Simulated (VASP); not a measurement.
Ni, 2 atoms in the cell. The structure is monoclinic, space group P2_1/m (No. 11). Conventional cell: a = 2.354 Å, b = 3.844 Å, c = 2.354 Å, α = 90.00°, β = 109.47°, γ = 90.00°. Within 3.1 Å of Ni (site symmetry m) lie 14 Ni at 2.21 to 3.01 Å.  This cell differs from its parent crystal: atoms displaced along a vibrational mode.

```yaml
Program: VASP 6.6.1
Task: single point
Functional: LDA
Potentials_or_basis: VASP PAW LDA potentials, release 64 (Ni)
Cutoff: 520 eV
k_mesh: 20 × 20 × 12
Occupations: gaussian, width 0.15 eV
Spin: no spin polarisation
Dipole_correction: no
Further_INCAR_settings: ALGO = Fast; EDIFF = 1e-06; NBANDS = 17
```

Potentials or basis: VASP PAW LDA potentials, release 64 (Ni).

Run with:

```console
$ cat potpaw_LDA.64/Ni/POTCAR > POTCAR
$ mpirun -np 1 vasp_std > vasp.out
```

Hardware: 1 thread of Intel(R) Xeon(R) 6975P-C (Granite Rapids), with other jobs on the host.

Estimate the wall time of this run.

It took 2.8 min on 1 thread of Intel(R) Xeon(R) 6975P-C (Granite Rapids), with other jobs on the host, peak memory 0.47 GiB. Counts: scf iterations 13, k points 1414.
